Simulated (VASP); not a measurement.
# Si2BO3 (P4mm) in VASP: relaxation of cell and atoms with PBE

Aim: the relaxation of cell and atoms of Si2BO3 with PBE.

All numbers are computed with VASP 6.6.1; they aren't measurements. Logs are shortened: lines on timing, memory, paths and dates and some standing lists are left out, and cuts for length are marked.

## (1) The cell of the first run

The structure is tetragonal, space group P4mm (No. 99). Conventional cell: a = 4.146 Å, b = 4.146 Å, c = 4.450 Å, α = 90.00°, β = 90.00°, γ = 90.00°. Si (site symmetry 2mm) has 1 O at 1.60 Å within 2.1 Å. B (site symmetry 4mm) has 4 O at 2.09 Å and 4 Si at 2.81 Å within 2.9 Å. Within 2.9 Å of O (site symmetry 4mm) lie 4 O at 2.21 Å and 4 Si at 2.23 Å. O (site symmetry 2mm) has 1 Si at 1.60 Å and 2 B at 2.09 Å within 2.1 Å.

The cell was generated, and may not be a known phase.

## (2) Relaxation of cell and atoms, PBE, collinear spin, ferromagnetic start

Input file INCAR:

```
ALGO = Normal
EDIFF = 1E-6
EDIFFG = -0.04
ENCUT = 600
GGA = PE
IBRION = 2
ISIF = 3
ISMEAR = 0
ISPIN = 2
LASPH = True
LCHARG = False
LORBIT = 11
LREAL = False
LWAVE = False
MAGMOM = 0 0 0 1 1 1
NELM = 150
NSW = 90
PREC = Accurate
SIGMA = 0.1
```

Input file KPOINTS:

```
k-points
0
Gamma
  4 4 4
```

Input file POSCAR:

```
Si2BO3
1.0
    4.1457066100      0.0000000000      0.0000000000
    0.0000000000      4.1457066100      0.0000000000
    0.0000000000      0.0000000000      4.4495762200
Si B O
2 1 3
Direct
    0.5000000000      0.0000000000      0.5039415500
    0.0000000000      0.5000000000      0.5039415500
    0.5000000000      0.5000000000      0.9305108100
    0.0000000000      0.0000000000      0.6909523200
    0.5000000000      0.0000000000      0.8634176800
    0.0000000000      0.5000000000      0.8634176800
```

Potentials or basis: VASP PAW PBE potentials, release 64 (Si, B, O).

Started as:

```console
> cat potpaw_PBE.64/Si/POTCAR potpaw_PBE.64/B/POTCAR potpaw_PBE.64/O/POTCAR > POTCAR
> mpirun -np 1 vasp_std > vasp.out
```

OUTCAR:

```text
EDIFF = 1E-6
   EDIFFG = -0.04
   ENCUT = 600
   GGA = PE
   IBRION = 2
   ISIF = 3
   ISMEAR = 0
   ISPIN = 2
   LASPH = True
   LORBIT = 11
   LREAL = False
   NELM = 150
   NSW = 90
   PREC = Accurate

 ion  position               nearest neighbor table
   1  0.500  0.000  0.504-   5 1.60   4 2.23   4 2.23   2 2.93   2 2.93   2 2.93   2 2.93
   2  0.000  0.500  0.504-   6 1.60   4 2.23   4 2.23   1 2.93   1 2.93   1 2.93   1 2.93
   3  0.500  0.500  0.931-
   4  0.000  0.000  0.691-   1 2.23   2 2.23   2 2.23   1 2.23
   5  0.500  0.000  0.863-   1 1.60
   6  0.000  0.500  0.863-   2 1.60

  LATTYP: Found a simple tetragonal cell.
 ALAT       =     4.1457066100
 C/A-ratio  =     1.0732974228

  Lattice vectors:

 A1 = (   4.1457066100,   0.0000000000,   0.0000000000)
 A2 = (   0.0000000000,   4.1457066100,   0.0000000000)
 A3 = (   0.0000000000,   0.0000000000,   4.4495762200)

Analysis of symmetry for initial positions (statically):
=====================================================================
 Subroutine PRICEL returns:
 Original cell was already a primitive cell.

 Routine SETGRP: Setting up the symmetry group for a
 simple tetragonal supercell.

 Subroutine GETGRP returns: Found  8 space group operations
 (whereof  8 operations were pure point group operations)
 out of a pool of 16 trial point group operations.

The static configuration has the point symmetry C_4v.

Analysis of symmetry for dynamics (positions and initial velocities):
=====================================================================
 Subroutine PRICEL returns:
 Original cell was already a primitive cell.

 Routine SETGRP: Setting up the symmetry group for a
 simple tetragonal supercell.

 Subroutine GETGRP returns: Found  8 space group operations
 (whereof  8 operations were pure point group operations)
 out of a pool of 16 trial point group operations.

The dynamic configuration has the point symmetry C_4v.

Analysis of structural, dynamic, and magnetic symmetry:
=====================================================================
 Subroutine PRICEL returns:
 Original cell was already a primitive cell.

 Routine SETGRP: Setting up the symmetry group for a
 simple tetragonal supercell.

 Subroutine GETGRP returns: Found  8 space group operations
 (whereof  8 operations were pure point group operations)
 out of a pool of 16 trial point group operations.

The overall configuration has the point symmetry C_4v.

 Subroutine INISYM returns: Found  8 space group operations
 (whereof  8 operations are pure point group operations),
 and found     1 'primitive' translations

----------------------------------------------------------------------------------------

                                     Primitive cell

  volume of cell :      76.4743

  direct lattice vectors                    reciprocal lattice vectors
     4.145706610  0.000000000  0.000000000     0.241213403  0.000000000  0.000000000
     0.000000000  4.145706610  0.000000000     0.000000000  0.241213403  0.000000000
     0.000000000  0.000000000  4.449576220     0.000000000  0.000000000  0.224740503

  length of vectors
     4.145706610  4.145706610  4.449576220     0.241213403  0.241213403  0.224740503

  position of ions in fractional coordinates (direct lattice)
     0.500000000  0.000000000  0.503941550
     0.000000000  0.500000000  0.503941550
     0.500000000  0.500000000  0.930510810
     0.000000000  0.000000000  0.690952320
     0.500000000  0.000000000  0.863417680
     0.000000000  0.500000000  0.863417680

  ion indices of the primitive-cell ions
   primitive index   ion index
                 1           1
                 2           2
                 3           3
                 4           4
                 5           5
                 6           6

----------------------------------------------------------------------------------------

 KPOINTS: k-points

Automatic generation of k-mesh.
 Grid dimensions read from file:
 generate k-points for:    4    4    4

 Generating k-lattice:

  Cartesian coordinates                     Fractional coordinates (reciprocal lattice)
     0.060303351  0.000000000  0.000000000     0.250000000  0.000000000  0.000000000
     0.000000000  0.060303351  0.000000000     0.000000000  0.250000000  0.000000000
     0.000000000  0.000000000  0.056185126     0.000000000  0.000000000  0.250000000

  Length of vectors
     0.060303351  0.060303351  0.056185126

  Shift w.r.t. Gamma in fractional coordinates (k-lattice)
     0.000000000  0.000000000  0.000000000

 Subroutine IBZKPT returns following result:
 ===========================================

 Found     18 irreducible k-points:

 Following reciprocal coordinates:
            Coordinates               Weight
  0.000000  0.000000  0.000000      1.000000
  0.250000  0.000000  0.000000      4.000000
  0.500000  0.000000  0.000000      2.000000
  0.250000  0.250000  0.000000      4.000000
  0.500000  0.250000  0.000000      4.000000
  0.500000  0.500000  0.000000      1.000000
[... 10 lines left out ...]
  0.500000  0.250000  0.500000      4.000000
  0.500000  0.500000  0.500000      1.000000
   k-points           NKPTS =     18   k-points in BZ     NKDIM =     18   number of bands    NBANDS=     20
   number of dos      NEDOS =    301   number of ions     NIONS =      6
   total plane-waves  NPLWV =  46656
   dimension x,y,z NGX =    36 NGY =   36 NGZ =   36
   dimension x,y,z NGXF=    72 NGYF=   72 NGZF=   72
   ions per type =               2   1   3
   NGX,Y,Z   is equivalent  to a cutoff of  14.44, 14.44, 13.45 a.u.
   NGXF,Y,Z  is equivalent  to a cutoff of  28.87, 28.87, 26.90 a.u.
 SYSTEM =  unknown system
   PREC   = accura    normal or accurate (medium, high low for compatibility)
   ISTART =      0    job   : 0-new  1-cont  2-samecut
   ICHARG =      2    charge: 1-file 2-atom 10-const
   ISPIN  =      2    spin polarized calculation?
   LNONCOLLINEAR =      F non collinear calculations
   LSORBIT =      F    spin-orbit coupling
   LASPH  =      T    aspherical Exc in radial PAW
   ENCUT  =  600.0 eV  44.10 Ry    6.64 a.u.   8.28  8.28  8.89*2*pi/ulx,y,z
   NELM   =    150;   NELMIN=  2; NELMDL= -5     # of ELM steps
   EDIFF  = 0.1E-05   stopping-criterion for ELM
   LREAL  =      F    real-space projection
   EDIFFG = -.4E-01   stopping-criterion for IOM
   NSW    =     90    number of steps for IOM
   IBRION =      2    ionic relax: 0-MD 1-quasi-New 2-CG
   NFREE  =      1    steps in history (QN), initial steepest desc. (CG)
   ISIF   =      3    stress and relaxation
   ISYM   =      2    0-nonsym 1-usesym 2-fastsym
   POTIM  = 0.5000    time-step for ionic-motion
   TEBEG  =    0.0;   TEEND  =   0.0 temperature during run
   PSTRESS=    0.0 pullay stress
   NELECT =      29.0000    total number of electrons
   NUPDOWN=      -1.0000    fix difference up-down
   EMIN   =  10.00;   EMAX   =-10.00  energy-range for DOS
   EFERMI =   0.00;   METHOD = LEGACY
   ISMEAR =     0;   SIGMA  =   0.10  broadening in eV -4-tet -1-fermi 0-gaus
   EFERMI_NEDOS =   21; number of points for ismear=-14 and -15
   IALGO  =     38    algorithm
   IMIX   =      4    mixing-type and parameters
     AMIX     =   0.40;   BMIX     =  1.00
     AMIX_MAG =   1.60;   BMIX_MAG =  1.00
  volume/ion in A,a.u.               =      12.75        86.01
  Fermi-wavevector in a.u.,A,eV,Ry     =   1.184956  2.239242 19.104223  1.404121
  Thomas-Fermi vector in A             =   2.321160
   LORBIT       =     11    0 simple, 1 ext, 2 COOP (PROOUT), +10 PAW based schemes
   GGA     = PE    functional components
   LHFCALC =     F    Hartree Fock is set to
   AEXX    =    0.0000 exact exchange contribution
   IVDW    =     0    specifies the selected vdW correction
   LEPSILON=     F    determine dielectric tensor
   LRPA    =     F    only Hartree local field effects (RPA)
 conjugate gradient relaxation of ions
 spin polarized calculation
 Gauss-broadening in eV      SIGMA  =   0.10
  energy-cutoff  :      600.00
  volume of cell :       76.47
 maximum number of plane-waves:      2597
 NGX is ok and might be reduce to    36
   NGX = 17   NGY = 17   NGZ = 17

--------------------------------------- Ionic step        1  -------------------------------------------

 number of electron      28.9999995 magnetization       0.0005121

 number of electron      28.9999995 magnetization      -0.0010389

 Free energy of the ion-electron system (eV)
  ---------------------------------------------------
  ext. energy  EPLUGINS =         0.00000000
  ---------------------------------------------------
  free energy    TOTEN  =       -29.74704723 eV

  energy without entropy =      -29.72270739  energy(sigma->0) =      -29.73487731

------------------------ aborting loop because EDIFF is reached ----------------------------------------

  FORCE on cell =-STRESS in cart. coord.  units (eV):
  Direction    XX          YY          ZZ          XY          YZ          ZX
  --------------------------------------------------------------------------------------
  -------------------------------------------------------------------------------------
  Total       -2.8000268     -2.8000268      5.8989953      0.0000000      0.0000000      0.0000000
  in kB      -58.6620179    -58.6620179    123.5870181      0.0000000      0.0000000      0.0000000
  external PRESSURE =       2.0876608 kB  Pullay stress =       0.0000000 kB
[... 101 lines left out ...]
  FREE ENERGIE OF THE ION-ELECTRON SYSTEM (eV)
  ---------------------------------------------------
  free  energy   TOTEN  =       -30.9767338502 eV

  energy  without entropy=      -30.9532210951  energy(sigma->0) =      -30.96497747

[... ionic steps 4 to 51 ...]

--------------------------------------- Ionic step       52  -------------------------------------------

 number of electron      29.0000004 magnetization       0.0000001

 number of electron      29.0000004 magnetization      -0.0000000

------------------------ aborting loop because EDIFF is reached ----------------------------------------

  FORCE on cell =-STRESS in cart. coord.  units (eV):
  Direction    XX          YY          ZZ          XY          YZ          ZX
  --------------------------------------------------------------------------------------
  -------------------------------------------------------------------------------------
  Total       -0.0875109     -0.0875109     -0.0471387      0.0000000      0.0000000      0.0000000
  in kB       -1.9686906     -1.9686906     -1.0604556      0.0000000      0.0000000      0.0000000
  external PRESSURE =      -1.6659456 kB  Pullay stress =       0.0000000 kB
[... 69 lines left out ...]
--------------------------------------- Ionic step       54  -------------------------------------------

 number of electron      29.0000004 magnetization      -0.0000000

 number of electron      29.0000004 magnetization       0.0000000

 Free energy of the ion-electron system (eV)
  ---------------------------------------------------
  ext. energy  EPLUGINS =         0.00000000
  ---------------------------------------------------
  free energy    TOTEN  =       -33.88496794 eV

  energy without entropy =      -33.87700140  energy(sigma->0) =      -33.88098467

 E-fermi :   5.3952     XC(G=0): -10.2051

 val. band max:        5.3271948572   @ k =   0.0000   0.0000   0.5000
 cond. band min:       5.4835939397   @ k =   0.2500   0.2500   0.2500
 fundamental gap:      0.1563990824
 Fermi energy:         5.3952385769

 spin component 1

 k-point     1 :       0.0000    0.0000    0.0000
  band No.  band energies     occupation
      1     -16.1967      1.00000
      2     -14.6713      1.00000
      3     -13.7062      1.00000
      4      -3.4185      1.00000
      5      -3.2884      1.00000
      6      -3.2884      1.00000
[... 12 lines left out ...]
     19      11.5202      0.00000
[... 374 lines left out ...]
      3     -14.4373      1.00000
      4      -5.1878      1.00000
      5      -4.6834      1.00000
      6      -4.6834      1.00000
[... 12 lines left out ...]
     19       8.7049      0.00000
     20       8.9918      0.00000
 Fermi energy:         5.3952385769

 spin component 2

 k-point     1 :       0.0000    0.0000    0.0000
  band No.  band energies     occupation
      1     -16.1967      1.00000
      2     -14.6713      1.00000
      3     -13.7062      1.00000
      4      -3.4185      1.00000
      5      -3.2884      1.00000
      6      -3.2884      1.00000
[... 12 lines left out ...]
     19      11.5202      0.00000
[... 423 lines left out ...]
  FREE ENERGIE OF THE ION-ELECTRON SYSTEM (eV)
  ---------------------------------------------------
  free  energy   TOTEN  =       -33.8849679380 eV

  energy  without entropy=      -33.8770014005  energy(sigma->0) =      -33.88098467

 reached required accuracy - stopping structural energy minimisation

 total charge

# of ion       s       p       d       tot
------------------------------------------
    1        0.805   0.727   0.000   1.532
    2        0.805   0.727   0.000   1.532
    3        0.724   0.668   0.000   1.392
    4        1.619   3.380   0.000   4.998
    5        1.594   3.400   0.000   4.994
    6        1.594   3.400   0.000   4.994
--------------------------------------------------
tot          7.141  12.301   0.000  19.442

 magnetization (x)

# of ion       s       p       d       tot
------------------------------------------
    1        0.000   0.000   0.000   0.000
    2        0.000   0.000   0.000   0.000
    3        0.000   0.000   0.000   0.000
    4        0.000   0.000   0.000   0.000
    5       -0.000  -0.000   0.000  -0.000
    6       -0.000  -0.000   0.000  -0.000
--------------------------------------------------
tot          0.000   0.000   0.000   0.000
```

Run time: 24 min. Hardware: 1 thread of Intel Xeon Platinum 8259CL at 2.50GHz (Skylake/Cascade Lake), shared host; peak memory 0.27 GiB.

What came out:

| Quantity | Value |
| --- | --- |
| Free energy | -33.8850 eV |
| Relaxed volume | 11.86 Å³/atom |
| Relaxed cell | a = 3.871 Å, b = 3.871 Å, c = 4.750 Å, α = 90.00°, β = 90.00°, γ = 90.00° |
| Space group after relaxing (to 0.1 Å) | P4mm (No. 99) |
| Energy gained by relaxing | 689.7 meV/atom |
| Ionic steps | 54 |
| Pressure after relaxing | 0.0 GPa |
| Largest force after relaxing | 0.032 eV/Å |
| Net moment | 0.00 μB per cell |
| Valence electrons inside the program's atomic spheres | Si 1.53; B 1.39; O 5.00, 4.99 (each value once) |

Forces in eV/Å, atoms in the order of the input:
```
Si   0.000  0.000  0.016
Si   0.000  0.000  0.016
B    0.000  0.000  0.009
O    0.000  0.000  0.024
O    0.000  0.000 -0.032
O    0.000  0.000 -0.032
```

The path:
```tsv
step	energy change (eV)	largest force (eV/Å)	pressure (GPa)	volume (Å³)
1	0.0000	5.0363	0.21	76.47
3	-1.2297	3.3503	-16.64	76.53
5	-3.1328	1.6316	0.49	62.37
7	-3.6086	1.5057	4.00	61.87
9	-3.7606	1.6876	7.32	61.95
11	-3.9791	1.1814	0.85	65.40
13	-4.0604	0.6402	-3.24	66.48
15	-4.0990	0.1479	0.75	64.89
17	-4.1020	0.0661	0.67	65.17
19	-4.1034	0.0852	-0.43	65.79
21	-4.1044	0.0513	-0.16	65.76
23	-4.1058	0.1464	0.36	66.16
25	-4.1071	0.0807	0.19	66.26
27	-4.1073	0.1846	0.35	67.00
29	-4.1081	0.0830	0.15	66.77
31	-4.1084	0.0909	-0.29	67.19
33	-4.1086	0.0848	-0.13	67.08
35	-4.1096	0.0818	0.21	67.17
37	-4.1107	0.1276	1.73	67.51
39	-4.1109	0.0995	1.32	67.42
41	-4.1114	0.1068	1.42	67.48
43	-4.1132	0.1365	1.73	67.73
45	-4.1171	0.1860	2.03	68.30
47	-4.1274	0.2233	1.45	70.41
49	-4.1359	0.1232	0.18	71.06
51	-4.1367	0.0799	-0.10	71.20
53	-4.1376	0.0904	-0.20	71.23
54	-4.1379	0.0323	0.01	71.18
```

Final structure:
```
Si B O
1.0
     3.87101    0.00000    0.00000
     0.00000    3.87101    0.00000
     0.00000    0.00000    4.75048
Si B O
2 1 3
Cartesian
  1.9355 0.0000 2.7137
  0.0000 1.9355 2.7137
  1.9355 1.9355 4.2286
  0.0000 0.0000 2.2793
  1.9355 0.0000 4.3794
  0.0000 1.9355 4.3794
```

Levels at points of the mesh, in eV from the Fermi level:
Spin up:
| k point | band 11 | band 12 | band 13 | band 14 | band 15 | band 16 | band 17 | band 18 |
| --- | --- | --- | --- | --- | --- | --- | --- | --- |
| (0.00, 0.00, 0.00) | -4.05 | -2.75 | -2.75 | -2.10 | -1.04 | 1.62 | 2.19 | 2.19 |
| (0.50, 0.00, 0.00) | -3.89 | -3.33 | -2.64 | -2.18 | 0.70 | 0.82 | 2.08 | 3.56 |
| (0.50, 0.50, 0.00) | -4.09 | -3.47 | -1.99 | 0.22 | 0.22 | 0.79 | 3.04 | 3.04 |
| (0.00, 0.00, 0.50) | -4.42 | -2.81 | -2.81 | -2.30 | -0.07 | 1.94 | 1.94 | 2.31 |
| (0.50, 0.00, 0.50) | -3.47 | -3.19 | -2.39 | -1.76 | 0.38 | 1.15 | 2.32 | 3.20 |
| (0.50, 0.50, 0.50) | -3.47 | -3.41 | -1.99 | 0.79 | 0.79 | 2.38 | 2.38 | 3.05 |
Spin down:
| k point | band 10 | band 11 | band 12 | band 13 | band 14 | band 15 | band 16 | band 17 | band 18 | band 19 |
| --- | --- | --- | --- | --- | --- | --- | --- | --- | --- | --- |
| (0.00, 0.00, 0.00) | -5.56 | -4.05 | -2.75 | -2.75 | -2.10 | -1.04 | 1.62 | 2.19 | 2.19 | 6.12 |
| (0.50, 0.00, 0.00) | -4.78 | -3.89 | -3.33 | -2.64 | -2.18 | 0.70 | 0.82 | 2.08 | 3.56 | 4.95 |
| (0.50, 0.50, 0.00) | -4.17 | -4.09 | -3.47 | -1.99 | 0.22 | 0.22 | 0.79 | 3.04 | 3.04 | 3.85 |
| (0.00, 0.00, 0.50) | -5.17 | -4.42 | -2.81 | -2.81 | -2.30 | -0.07 | 1.94 | 1.94 | 2.31 | 5.30 |
| (0.50, 0.00, 0.50) | -5.45 | -3.47 | -3.19 | -2.39 | -1.76 | 0.38 | 1.15 | 2.32 | 3.20 | 5.44 |
| (0.50, 0.50, 0.50) | -5.01 | -3.47 | -3.41 | -1.99 | 0.79 | 0.79 | 2.38 | 2.38 | 3.05 | 3.31 |

Caveat: the k points lie up to 0.41 Å⁻¹ apart in the final cell.
